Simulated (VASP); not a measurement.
# N (P6_3/mmc) in VASP: further runs

N is run at these levels: PBE; tasks: single point.

Program: VASP 6.6.1. These are calculated values, not measurements. Logs are shortened: lines on timing, memory, paths and dates and some standing lists are left out, and cuts for length are marked.

## 1. The cell of the first run

It takes space group P6_3/mmc (No. 194, hexagonal). The conventional cell has a = 4.195 Å, b = 4.195 Å, c = 7.052 Å, α = 90.00°, β = 90.00°, γ = 120.00°. N (site symmetry 3m) has 1 N at 1.11 Å within 1.5 Å.

## 2. Single point, PBE (volume scaled by 1.02)

INCAR reads:

```
ALGO = Normal
EDIFF = 1E-6
ENCUT = 520
GGA = PE
ISIF = 2
ISMEAR = -1
LASPH = True
LCHARG = False
LREAL = False
LWAVE = False
NBANDS = 18
NELM = 80
PREC = Accurate
SIGMA = 0.05
```

KPOINTS reads:

```
k-points
0
Gamma
  7 7 4
```

POSCAR reads:

```
N
1.0
    4.1948311832      0.0000000000      0.0000000000
   -2.0974155916      3.6328303693      0.0000000000
    0.0000000000      0.0000000000      7.0524022364
N
4
Direct
    0.6666666667      0.3333333333      0.6710699600
    0.6666666667      0.3333333333      0.8289300400
    0.3333333333      0.6666666667      0.1710699600
    0.3333333333      0.6666666667      0.3289300400
```

Potentials or basis: VASP PAW PBE potentials, release 64 (N).

On the command line:

```bash
$ cat potpaw_PBE.64/N/POTCAR > POTCAR
$ mpirun -np 1 vasp_std > vasp.out
```

OUTCAR:

```text
EDIFF = 1E-6
   ENCUT = 520
   GGA = PE
   ISIF = 2
   ISMEAR = -1
   LASPH = True
   LREAL = False
   NELM = 80
   PREC = Accurate

 ion  position               nearest neighbor table
   1  0.667  0.333  0.671-   2 1.11
   2  0.667  0.333  0.829-   1 1.11
   3  0.333  0.667  0.171-   4 1.11
   4  0.333  0.667  0.329-   3 1.11

  LATTYP: Found a hexagonal cell.
 ALAT       =     4.1948311832
 C/A-ratio  =     1.6812124084

  Lattice vectors:

 A1 = (   4.1948311832,   0.0000000000,   0.0000000000)
 A2 = (  -2.0974155916,   3.6328303693,   0.0000000000)
 A3 = (   0.0000000000,   0.0000000000,   7.0524022364)

Analysis of symmetry for initial positions (statically):
=====================================================================
 Subroutine PRICEL returns:
 Original cell was already a primitive cell.

 Routine SETGRP: Setting up the symmetry group for a
 hexagonal supercell.

 Subroutine GETGRP returns: Found 24 space group operations
 (whereof 12 operations were pure point group operations)
 out of a pool of 24 trial point group operations.

The static configuration has the point symmetry D_3d.
 The point group associated with its full space group is D_6h.

Analysis of symmetry for dynamics (positions and initial velocities):
=====================================================================
 Subroutine PRICEL returns:
 Original cell was already a primitive cell.

 Routine SETGRP: Setting up the symmetry group for a
 hexagonal supercell.

 Subroutine GETGRP returns: Found 24 space group operations
 (whereof 12 operations were pure point group operations)
 out of a pool of 24 trial point group operations.

The dynamic configuration has the point symmetry D_3d.
 The point group associated with its full space group is D_6h.

 Subroutine INISYM returns: Found 24 space group operations
 (whereof 12 operations are pure point group operations),
 and found     1 'primitive' translations

----------------------------------------------------------------------------------------

                                     Primitive cell

  volume of cell :     107.4723
[... 85 lines left out ...]
   ICHARG =      2    charge: 1-file 2-atom 10-const
   ISPIN  =      1    spin polarized calculation?
   LNONCOLLINEAR =      F non collinear calculations
   LSORBIT =      F    spin-orbit coupling
   LASPH  =      T    aspherical Exc in radial PAW
   ENCUT  =  520.0 eV  38.22 Ry    6.18 a.u.   7.80  7.80 13.11*2*pi/ulx,y,z
   NELM   =     80;   NELMIN=  2; NELMDL= -5     # of ELM steps
   EDIFF  = 0.1E-05   stopping-criterion for ELM
   LREAL  =      F    real-space projection
   EDIFFG = 0.1E-04   stopping-criterion for IOM
   NSW    =      0    number of steps for IOM
   IBRION =     -1    ionic relax: 0-MD 1-quasi-New 2-CG
   NFREE  =      0    steps in history (QN), initial steepest desc. (CG)
   ISIF   =      2    stress and relaxation
   ISYM   =      2    0-nonsym 1-usesym 2-fastsym
   POTIM  = 0.5000    time-step for ionic-motion
   TEBEG  =    0.0;   TEEND  =   0.0 temperature during run
   PSTRESS=    0.0 pullay stress
   NELECT =      20.0000    total number of electrons
   NUPDOWN=      -1.0000    fix difference up-down
   EMIN   =  10.00;   EMAX   =-10.00  energy-range for DOS
   EFERMI =   0.00;   METHOD = LEGACY
   ISMEAR =    -1;   SIGMA  =   0.05  broadening in eV -4-tet -1-fermi 0-gaus
   EFERMI_NEDOS =   21; number of points for ismear=-14 and -15
   IALGO  =     38    algorithm
   IMIX   =      4    mixing-type and parameters
     AMIX     =   0.40;   BMIX     =  1.00
     AMIX_MAG =   1.60;   BMIX_MAG =  1.00
  volume/ion in A,a.u.               =      26.87       181.31
  Fermi-wavevector in a.u.,A,eV,Ry     =   0.934658  1.766247 11.885846  0.873585
  Thomas-Fermi vector in A             =   2.061485
   LORBIT       =      0    0 simple, 1 ext, 2 COOP (PROOUT), +10 PAW based schemes
   GGA     = PE    functional components
   LHFCALC =     F    Hartree Fock is set to
   AEXX    =    0.0000 exact exchange contribution
   IVDW    =     0    specifies the selected vdW correction
   LEPSILON=     F    determine dielectric tensor
   LRPA    =     F    only Hartree local field effects (RPA)
 non-spin polarized calculation
  energy-cutoff  :      520.00
  volume of cell :      107.47
 maximum number of plane-waves:      2925
 NGX is ok and might be reduce to    32
   NGX = 15   NGY = 15   NGZ = 27

 number of electron      20.0000005 magnetization

 Free energy of the ion-electron system (eV)
  ---------------------------------------------------
  ext. energy  EPLUGINS =         0.00000000
  ---------------------------------------------------
  free energy    TOTEN  =       -33.32783940 eV

  energy without entropy =      -33.32783940  energy(sigma->0) =      -33.32783940

 E-fermi :  -5.6695     XC(G=0):  -5.8275

 val. band max:       -6.8158255977   @ k =   0.0000   0.0000   0.0000
 cond. band min:       0.1746842661   @ k =   0.2857   0.2857   0.0000
 fundamental gap:      6.9905098638
 Fermi energy:        -5.6694667559

 k-point     1 :       0.0000    0.0000    0.0000
  band No.  band energies     occupation
      1     -25.2561      2.00000
      2     -25.2324      2.00000
      3     -10.9940      2.00000
      4     -10.3003      2.00000
      5      -8.5156      2.00000
      6      -8.5156      2.00000
[... 481 lines left out ...]
      5      -8.6688      2.00000
      6      -8.6688      2.00000
[... 10 lines left out ...]
     17       6.0815      0.00000
     18       6.0815      0.00000

------------------------ aborting loop because EDIFF is reached ----------------------------------------

  FORCE on cell =-STRESS in cart. coord.  units (eV):
  Direction    XX          YY          ZZ          XY          YZ          ZX
  --------------------------------------------------------------------------------------
  -------------------------------------------------------------------------------------
  Total        0.0373893      0.0373893      0.0051795      0.0000000      0.0000000      0.0000000
  in kB        0.5573920      0.5573920      0.0772144      0.0000000      0.0000000      0.0000000
  external PRESSURE =       0.3973328 kB  Pullay stress =       0.0000000 kB

 VOLUME and BASIS-vectors are now :
 -----------------------------------------------------------------------------
  energy-cutoff  :      520.00
  volume of cell :      107.47
      direct lattice vectors                 reciprocal lattice vectors
     4.194831183  0.000000000  0.000000000     0.238388616  0.137633732  0.000000000
    -2.097415592  3.632830369  0.000000000     0.000000000  0.275267463  0.000000000
     0.000000000  0.000000000  7.052402236     0.000000000  0.000000000  0.141795656

 POSITION                                       TOTAL-FORCE (eV/Angst)
 -----------------------------------------------------------------------------------
      2.09742      1.21094      4.73266         0.000000      0.000000      0.021674
      2.09742      1.21094      5.84595         0.000000     -0.000000     -0.021674
     -0.00000      2.42189      1.20645        -0.000000      0.000000      0.021674
     -0.00000      2.42189      2.31975        -0.000000     -0.000000     -0.021674
 -----------------------------------------------------------------------------------
    total drift:                                0.000000     -0.000000      0.000000

  FREE ENERGIE OF THE ION-ELECTRON SYSTEM (eV)
  ---------------------------------------------------
  free  energy   TOTEN  =       -33.3278394015 eV

  energy  without entropy=      -33.3278394014  energy(sigma->0) =      -33.32783940
```

OSZICAR:

```text
N       E                     dE             d eps       ncg     rms          rms(c)
DAV:   1     0.120437701012E+03    0.12044E+03   -0.90834E+03   864   0.913E+02
DAV:   2    -0.234396494169E+02   -0.14388E+03   -0.13873E+03  1110   0.220E+02
DAV:   3    -0.348340175064E+02   -0.11394E+02   -0.11314E+02   984   0.699E+01
DAV:   4    -0.349404740841E+02   -0.10646E+00   -0.10638E+00   950   0.846E+00
DAV:   5    -0.349414443648E+02   -0.97028E-03   -0.97026E-03   994   0.720E-01    0.111E+01
DAV:   6    -0.336397283026E+02    0.13017E+01   -0.15457E+00   928   0.809E+00    0.635E+00
DAV:   7    -0.333370151775E+02    0.30271E+00   -0.10830E+00  1036   0.679E+00    0.167E+00
DAV:   8    -0.333281862536E+02    0.88289E-02   -0.82766E-02   890   0.205E+00    0.242E-01
DAV:   9    -0.333278086618E+02    0.37759E-03   -0.31248E-03   898   0.384E-01    0.112E-01
DAV:  10    -0.333278316017E+02   -0.22940E-04   -0.24139E-04   872   0.142E-01    0.397E-02
DAV:  11    -0.333278375040E+02   -0.59022E-05   -0.18742E-05   916   0.374E-02    0.575E-03
DAV:  12    -0.333278406284E+02   -0.31244E-05   -0.37146E-06   874   0.156E-02    0.794E-03
DAV:  13    -0.333278396009E+02    0.10275E-05   -0.28711E-07   708   0.474E-03    0.158E-03
DAV:  14    -0.333278394015E+02    0.19945E-06   -0.11842E-07   444   0.253E-03
   1 F= -.33327839E+02 E0= -.33327839E+02  d E =-.137584E-10
```

It took 70 s on 1 thread of AMD EPYC 7R43 (Zen 3), shared host; peak memory 0.18 GiB.

What came out:

```
Free energy            : -33.3278 eV
Pressure               : 0.0 GPa
Largest force          : 0.022 eV/Å
Band gap on the k mesh : 6.99 eV, indirect (least direct gap 7.26 eV)
```

Forces on the atoms (eV/Å):
```
N    0.000  0.000  0.022
N    0.000  0.000 -0.022
N    0.000  0.000  0.022
N    0.000  0.000 -0.022
```

Levels at points of the mesh, in eV from the valence-band top:
| k point | band 6 | band 7 | band 8 | band 9 | band 10 | band 11 | band 12 | band 13 | band 14 | band 15 |
| --- | --- | --- | --- | --- | --- | --- | --- | --- | --- | --- |
| (0.00, 0.00, 0.00) | -1.70 | -1.61 | -1.61 | -1.05 | 0.00 | 7.66 | 7.66 | 8.11 | 8.11 | 9.90 |
| (0.00, 0.00, 0.50) | -1.65 | -1.65 | -1.65 | -0.48 | -0.48 | 7.88 | 7.88 | 7.88 | 7.88 | 10.07 |

Caveat: the standard files for N, O and F lose accuracy on very short bonds. A k mesh can miss the band edges.

## 3. Single point, PBE (volume scaled by 1.04)

INCAR reads:

```
SYSTEM = N
PREC = Accurate
ENCUT = 520
EDIFF = 1E-7
ISMEAR = -1
SIGMA = 0.05
LREAL = .False.
LASPH = .True.
NELM = 100
ALGO = Normal
ISIF = 2
LWAVE = .False.
LCHARG = .False.
GGA = PE
NBANDS = 18
```

KPOINTS reads:

```
Automatic mesh
0
Gamma
  7 7 4
  0 0 0
```

POSCAR reads:

```
N
1.0
    4.2220711100      0.0000000000      0.0000000000
   -2.1110355550      3.6564208379      0.0000000000
    0.0000000000      0.0000000000      7.0981983394
N
4
Direct
    0.6666666667      0.3333333333      0.6710699600
    0.6666666667      0.3333333333      0.8289300400
    0.3333333333      0.6666666667      0.1710699600
    0.3333333333      0.6666666667      0.3289300400
```

Potentials or basis: VASP PAW PBE potentials, release 64 (N).

On the command line:

```bash
$ cat potpaw_PBE.64/N/POTCAR > POTCAR
$ mpirun -np 1 vasp_std > vasp.out
```

It took 88 s on 1 thread of AMD EPYC 7R43 (Zen 3), shared host; peak memory 0.18 GiB.

It converged, with:

- Free energy: -33.3227 eV
- Pressure: -1.1 GPa
- Largest force: 1.080 eV/Å
- Band gap on the k mesh: 6.95 eV, indirect (least direct gap 7.20 eV)

Forces in eV/Å, atoms in the order of the input:
```
N    0.000  0.000  1.080
N    0.000  0.000 -1.080
N    0.000  0.000  1.080
N    0.000  0.000 -1.080
```

Stress tensor (GPa, compression positive):
```
 0.04  0.00  0.00
 0.00  0.04  0.00
 0.00  0.00 -3.49
```

Levels at points of the mesh, in eV from the valence-band top:
```
           k point  band 7  band 8  band 9  band 10  band 11  band 12  band 13  band 14
(0.00, 0.00, 0.00)   -1.54   -1.54   -1.01     0.00     7.59     7.59     8.02     8.02
(0.00, 0.00, 0.50)   -1.59   -1.59   -0.46    -0.46     7.80     7.80     7.80     7.80
```

Caveat: the standard files for N, O and F lose accuracy on very short bonds; forces of over 1 eV/Å act on the atoms, so gaps and moduli don't describe the material at rest.

## 4. Single point, PBE (volume scaled by 1.06)

INCAR reads:

```
PREC = Accurate
ENCUT = 520
EDIFF = 1E-7
ISMEAR = -1
SIGMA = 0.05
LREAL = False
LASPH = True
NELM = 60
ALGO = Normal
ISIF = 2
LWAVE = False
LCHARG = False
GGA = PE
NBANDS = 18
```

KPOINTS reads:

```
regular mesh
0
Gamma
  7 7 4
```

POSCAR reads:

```
N
1.0
    4.2489640077      0.0000000000      0.0000000000
   -2.1244820039      3.6797107705      0.0000000000
    0.0000000000      0.0000000000      7.1434110127
N
4
Direct
    0.6666666667      0.3333333333      0.6710699600
    0.6666666667      0.3333333333      0.8289300400
    0.3333333333      0.6666666667      0.1710699600
    0.3333333333      0.6666666667      0.3289300400
```

On the command line:

```bash
$ cat potpaw_PBE.64/N/POTCAR > POTCAR
$ mpirun -np 1 vasp_std > vasp.out
```

It took 86 s on 1 thread of AMD EPYC 7R43 (Zen 3), shared host; peak memory 0.18 GiB.

The run converged. Its results:

```
Free energy            : -33.3027 eV
Pressure               : -2.2 GPa
Largest force          : 2.067 eV/Å
Band gap on the k mesh : 6.90 eV, indirect (least direct gap 7.15 eV)
```

Forces in eV/Å, atoms in the order of the input:
```
N    0.000  0.000  2.067
N    0.000  0.000 -2.067
N    0.000  0.000  2.067
N    0.000  0.000 -2.067
```

Stress tensor (GPa, compression positive):
```
 0.02  0.00  0.00
 0.00  0.02  0.00
 0.00  0.00 -6.66
```

Levels at points of the mesh, in eV from the valence-band top:
```
           k point  band 8  band 9  band 10  band 11  band 12  band 13
(0.00, 0.00, 0.00)   -1.48   -0.97     0.00     7.51     7.51     7.93
(0.00, 0.00, 0.50)   -1.52   -0.45    -0.45     7.72     7.72     7.72
```

Caveat: the standard files for N, O and F lose accuracy on very short bonds; forces of over 1 eV/Å act on the atoms, so gaps and moduli don't describe the material at rest. A k mesh can miss the band edges.

## 5. The runs side by side

```tsv
cell	gap on the mesh (eV)	pressure (GPa)	largest force (eV/Å)
a = 4.195, b = 4.195, c = 7.052 Å, angles 90.0, 90.0, 120.0°, 4 atoms	6.99	0.0	0.02
a = 4.222, b = 4.222, c = 7.098 Å, angles 90.0, 90.0, 120.0°, 4 atoms	6.95	-1.1	1.08
a = 4.249, b = 4.249, c = 7.143 Å, angles 90.0, 90.0, 120.0°, 4 atoms	6.90	-2.2	2.07
```

Alike in all rows: task single point; level PBE; potentials or basis VASP PAW PBE potentials, release 64 (N); no spin polarisation; k mesh 7 × 7 × 4; cutoff (eV) 520; smearing fermi-dirac 0.05 eV.

Caveats: the standard files for N, O and F lose accuracy on very short bonds; forces of over 1 eV/Å act on the atoms, so gaps and moduli don't describe the material at rest (some runs).

Total energies depend on the potentials used, so only differences within one code and one set of settings carry meaning.
